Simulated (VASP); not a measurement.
# Sn3O2 (P-3m1) in VASP: single point with r2SCAN

Aim: the single point of Sn3O2 with r2SCAN.

All numbers are computed with VASP 6.6.1; they aren't measurements. Logs are shortened: lines on timing, memory, paths and dates and some standing lists are left out, and cuts for length are marked.

## (1) The cell of the first run

It takes space group P-3m1 (No. 164, trigonal). Conventional cell: a = 3.262 Å, b = 3.262 Å, c = 12.745 Å, α = 90.00°, β = 90.00°, γ = 120.00°. Within 4.3 Å of Sn (site symmetry -3m) lie 6 Sn at 3.26 Å and 6 O at 3.95 Å. Sn (site symmetry 3m) has 3 O at 2.15 Å within 2.8 Å. Within 2.8 Å of O (site symmetry 3m) lie 3 Sn at 2.15 Å.

## (2) Single point, r2SCAN

POSCAR

```
Sn3O2
1.0
    3.2622248207      0.0000000000      0.0000000000
   -1.6311124103      2.8251695676      0.0000000000
    0.0000000000      0.0000000000     12.7445236788
Sn O
3 2
Direct
    0.0000000000      0.0000000000      0.0000000000
    0.3333333333      0.6666666667      0.6461605499
    0.6666666667      0.3333333333      0.3538394501
    0.3333333333      0.6666666667      0.2724804634
    0.6666666667      0.3333333333      0.7275195366
```

INCAR.step1

```
ALGO = Normal
EDIFF = 1E-4
ENCUT = 520
GGA = PE
ISMEAR = 0
LASPH = T
LCHARG = F
LREAL = F
LWAVE = T
NBANDS = 35
NELM = 100
PREC = Accurate
SIGMA = 0.1
```

INCAR.step2

```
ALGO = Normal
EDIFF = 1E-7
ENCUT = 520
ISIF = 2
ISMEAR = 0
ISTART = 1
LASPH = T
LCHARG = F
LMIXTAU = T
LREAL = F
LWAVE = F
METAGGA = R2SCAN
NBANDS = 35
NELM = 100
PREC = Accurate
SIGMA = 0.1
```

KPOINTS

```
k-points
0
Gamma
  12 12 4
```

Potentials or basis: VASP PAW PBE potentials, release 64 (Sn_d, O).

Command:

```sh
cat potpaw_PBE.64/Sn_d/POTCAR potpaw_PBE.64/O/POTCAR > POTCAR
cp INCAR.step1 INCAR
mpirun -np 1 vasp_std > vasp.out
cp INCAR.step2 INCAR
mpirun -np 1 vasp_std > vasp.out
```

OUTCAR:

```text
EDIFF = 1E-7
   ENCUT = 520
   ISIF = 2
   ISMEAR = 0
   ISTART = 1
   LASPH = T
   LREAL = F
   METAGGA = R2SCAN
   NELM = 100
   PREC = Accurate

 ion  position               nearest neighbor table
   1  0.000  0.000  0.000-
   2  0.333  0.667  0.646-   5 2.15   5 2.15   5 2.15
   3  0.667  0.333  0.354-   4 2.15   4 2.15   4 2.15
   4  0.333  0.667  0.272-   3 2.15   3 2.15   3 2.15
   5  0.667  0.333  0.728-   2 2.15   2 2.15   2 2.15

  LATTYP: Found a hexagonal cell.
 ALAT       =     3.2622248207
 C/A-ratio  =     3.9066969260

  Lattice vectors:

 A1 = (   3.2622248207,   0.0000000000,   0.0000000000)
 A2 = (  -1.6311124103,   2.8251695676,   0.0000000000)
 A3 = (   0.0000000000,   0.0000000000,  12.7445236788)

Analysis of symmetry for initial positions (statically):
=====================================================================
 Subroutine PRICEL returns:
 Original cell was already a primitive cell.

 Routine SETGRP: Setting up the symmetry group for a
 hexagonal supercell.

 Subroutine GETGRP returns: Found 12 space group operations
 (whereof 12 operations were pure point group operations)
 out of a pool of 24 trial point group operations.

The static configuration has the point symmetry D_3d.

Analysis of symmetry for dynamics (positions and initial velocities):
=====================================================================
 Subroutine PRICEL returns:
 Original cell was already a primitive cell.

 Routine SETGRP: Setting up the symmetry group for a
 hexagonal supercell.

 Subroutine GETGRP returns: Found 12 space group operations
 (whereof 12 operations were pure point group operations)
 out of a pool of 24 trial point group operations.

The dynamic configuration has the point symmetry D_3d.

 Subroutine INISYM returns: Found 12 space group operations
 (whereof 12 operations are pure point group operations),
 and found     1 'primitive' translations

----------------------------------------------------------------------------------------

                                     Primitive cell

  volume of cell :     117.4578

  direct lattice vectors                    reciprocal lattice vectors
     3.262224821  0.000000000  0.000000000     0.306539265  0.176980527  0.000000000
    -1.631112410  2.825169568  0.000000000     0.000000000  0.353961055  0.000000000
[... 85 lines left out ...]
   ISPIN  =      1    spin polarized calculation?
   LNONCOLLINEAR =      F non collinear calculations
   LSORBIT =      F    spin-orbit coupling
   LASPH  =      T    aspherical Exc in radial PAW
   ENCUT  =  520.0 eV  38.22 Ry    6.18 a.u.   6.07  6.07 23.70*2*pi/ulx,y,z
   NELM   =    100;   NELMIN=  2; NELMDL=  0     # of ELM steps
   EDIFF  = 0.1E-06   stopping-criterion for ELM
   LREAL  =      F    real-space projection
   EDIFFG = 0.1E-05   stopping-criterion for IOM
   NSW    =      0    number of steps for IOM
   IBRION =     -1    ionic relax: 0-MD 1-quasi-New 2-CG
   NFREE  =      0    steps in history (QN), initial steepest desc. (CG)
   ISIF   =      2    stress and relaxation
   ISYM   =      2    0-nonsym 1-usesym 2-fastsym
   POTIM  = 0.5000    time-step for ionic-motion
   TEBEG  =    0.0;   TEEND  =   0.0 temperature during run
   PSTRESS=    0.0 pullay stress
   NELECT =      54.0000    total number of electrons
   NUPDOWN=      -1.0000    fix difference up-down
   EMIN   =  10.00;   EMAX   =-10.00  energy-range for DOS
   EFERMI =   0.00;   METHOD = LEGACY
   ISMEAR =     0;   SIGMA  =   0.10  broadening in eV -4-tet -1-fermi 0-gaus
   EFERMI_NEDOS =   21; number of points for ismear=-14 and -15
   IALGO  =     38    algorithm
   IMIX   =      4    mixing-type and parameters
     AMIX     =   0.40;   BMIX     =  1.00
     AMIX_MAG =   1.60;   BMIX_MAG =  1.00
  volume/ion in A,a.u.               =      23.49       158.53
  Fermi-wavevector in a.u.,A,eV,Ry     =   1.263510  2.387688 21.721129  1.596458
  Thomas-Fermi vector in A             =   2.396863
   LORBIT       =      0    0 simple, 1 ext, 2 COOP (PROOUT), +10 PAW based schemes
   METAGGA = R2SCAN    functional components
   LHFCALC =     F    Hartree Fock is set to
   AEXX    =    0.0000 exact exchange contribution
   IVDW    =     0    specifies the selected vdW correction
   LEPSILON=     F    determine dielectric tensor
   LRPA    =     F    only Hartree local field effects (RPA)
 non-spin polarized calculation
 Gauss-broadening in eV      SIGMA  =   0.10
  energy-cutoff  :      520.00
  volume of cell :      117.46
 maximum number of plane-waves:      3210
   NGX = 13   NGY = 13   NGZ = 47

 number of electron      54.0000006 magnetization

 Free energy of the ion-electron system (eV)
  ---------------------------------------------------
  ext. energy  EPLUGINS =         0.00000000
  ---------------------------------------------------
  free energy    TOTEN  =       -89.32683489 eV

  energy without entropy =      -89.31080073  energy(sigma->0) =      -89.31881781

 E-fermi :   5.6238     XC(G=0):  -9.8714

 val. band max:        5.6198574591   @ k =   0.2500   0.0833   0.5000
 cond. band min:       5.6276973345   @ k =   0.2500   0.0833   0.0000
 fundamental gap:      0.0078398754
 Fermi energy:         5.6237618157

 k-point     1 :       0.0000    0.0000    0.0000
  band No.  band energies     occupation
      1     -17.5695      2.00000
      2     -17.5694      2.00000
      3     -17.5686      2.00000
      4     -17.5686      2.00000
      5     -17.5675      2.00000
      6     -17.5640      2.00000
[... 901 lines left out ...]
     34      12.7845      0.00000
     35      12.9007      0.00000

 [... further k-points ...]
[... 5 lines left out ...]
  --------------------------------------------------------------------------------------
  -------------------------------------------------------------------------------------
  Total        0.2908567      0.2908567      0.1729270      0.0000000      0.0000000      0.0000000
  in kB        3.9674152      3.9674152      2.3588020      0.0000000      0.0000000      0.0000000
  external PRESSURE =       3.4312108 kB  Pullay stress =       0.0000000 kB

 VOLUME and BASIS-vectors are now :
 -----------------------------------------------------------------------------
  energy-cutoff  :      520.00
  volume of cell :      117.46
      direct lattice vectors                 reciprocal lattice vectors
     3.262224821  0.000000000  0.000000000     0.306539265  0.176980527  0.000000000
    -1.631112410  2.825169568  0.000000000     0.000000000  0.353961055  0.000000000
     0.000000000  0.000000000 12.744523679     0.000000000  0.000000000  0.078465075

 POSITION                                       TOTAL-FORCE (eV/Angst)
 -----------------------------------------------------------------------------------
      0.00000      0.00000      0.00000         0.000000      0.000000      0.000000
     -0.00000      1.88345      8.23501        -0.000000     -0.000000     -0.108674
      1.63111      0.94172      4.50952         0.000000      0.000000      0.108674
     -0.00000      1.88345      3.47263        -0.000000      0.000000     -0.108657
      1.63111      0.94172      9.27189         0.000000     -0.000000      0.108657
 -----------------------------------------------------------------------------------
    total drift:                                0.000000     -0.000000      0.000000

  FREE ENERGIE OF THE ION-ELECTRON SYSTEM (eV)
  ---------------------------------------------------
  free  energy   TOTEN  =       -89.3268348937 eV

  energy  without entropy=      -89.3108007335  energy(sigma->0) =      -89.31881781
```

OUTCAR.step1:

```text
EDIFF = 1E-4
   ENCUT = 520
   GGA = PE
   ISMEAR = 0
[... 1145 lines left out ...]
     -0.00000      1.88345      8.23501        -0.000000     -0.000000     -0.605192
      1.63111      0.94172      4.50952        -0.000000      0.000000      0.605192
     -0.00000      1.88345      3.47263         0.000000     -0.000000     -0.532130
      1.63111      0.94172      9.27189        -0.000000      0.000000      0.532130
 -----------------------------------------------------------------------------------
    total drift:                                0.000000     -0.000000      0.000000

  FREE ENERGIE OF THE ION-ELECTRON SYSTEM (eV)
  ---------------------------------------------------
  free  energy   TOTEN  =       -24.6255227313 eV

  energy  without entropy=      -24.6060408016  energy(sigma->0) =      -24.61578177
```

OSZICAR.step1:

```text
N       E                     dE             d eps       ncg     rms          rms(c)
DAV:   1     0.610059584404E+03    0.61006E+03   -0.26800E+04  4955   0.222E+03
DAV:   2     0.809670463534E+02   -0.52909E+03   -0.51296E+03  4950   0.575E+02
DAV:   3    -0.214679593508E+02   -0.10244E+03   -0.10034E+03  5673   0.213E+02
DAV:   4    -0.283887961685E+02   -0.69208E+01   -0.68455E+01  5642   0.582E+01
DAV:   5    -0.285954421736E+02   -0.20665E+00   -0.20584E+00  5946   0.105E+01    0.122E+01
DAV:   6    -0.249488975096E+02    0.36465E+01   -0.19418E+01  7673   0.420E+01    0.662E+00
DAV:   7    -0.246793869528E+02    0.26951E+00   -0.30084E+00  5966   0.958E+00    0.297E+00
DAV:   8    -0.246434726686E+02    0.35914E-01   -0.57976E-01  5675   0.378E+00    0.116E+00
DAV:   9    -0.246276127880E+02    0.15860E-01   -0.50520E-02  6700   0.158E+00    0.533E-01
DAV:  10    -0.246249251802E+02    0.26876E-02   -0.14139E-02  7081   0.787E-01    0.254E-01
DAV:  11    -0.246264159434E+02   -0.14908E-02   -0.64590E-03  6976   0.739E-01    0.214E-01
DAV:  12    -0.246255778115E+02    0.83813E-03   -0.30739E-03  6173   0.460E-01    0.387E-02
DAV:  13    -0.246255227313E+02    0.55080E-04   -0.44651E-04  5099   0.119E-01
   1 F= -.24625523E+02 E0= -.24615782E+02  d E =-.194819E-01
```

Run time: 6.4 min. Hardware: 1 thread of Intel Xeon 6975P-C (Granite Rapids), shared host; peak memory 0.39 GiB.

Results:

- Free energy: -89.3268 eV
- Pressure: 0.3 GPa
- Largest force: 0.109 eV/Å
- Band gap on the k mesh: zero (band 27 reaches 5.70 eV, above the bottom of band 28 at 4.09 eV)

Forces on the atoms (eV/Å):
```
Sn   0.000  0.000  0.000
Sn   0.000  0.000 -0.109
Sn   0.000  0.000  0.109
O    0.000  0.000 -0.109
O    0.000  0.000  0.109
```

Levels at points of the mesh, in eV from the Fermi level:
```
           k point  band 24  band 25  band 26  band 27  band 28  band 29  band 30  band 31
(0.00, 0.00, 0.00)    -4.47    -3.71    -3.44    -1.25    -0.12     2.17     6.02     7.79
(0.50, 0.00, 0.00)    -5.30    -3.46    -2.58    -2.18    -0.09     0.44     1.76     4.12
(0.00, 0.00, 0.50)    -4.47    -3.97    -3.03    -1.60     0.19     1.97     6.42     7.78
(0.50, 0.00, 0.50)    -5.30    -3.46    -2.55    -2.20    -0.08     0.40     1.81     4.05
```

Caveat: the PAW data sets were made with another functional, which shifts forces and pressure a little; spin-orbit coupling is left out, which moves the levels of the heavy elements.
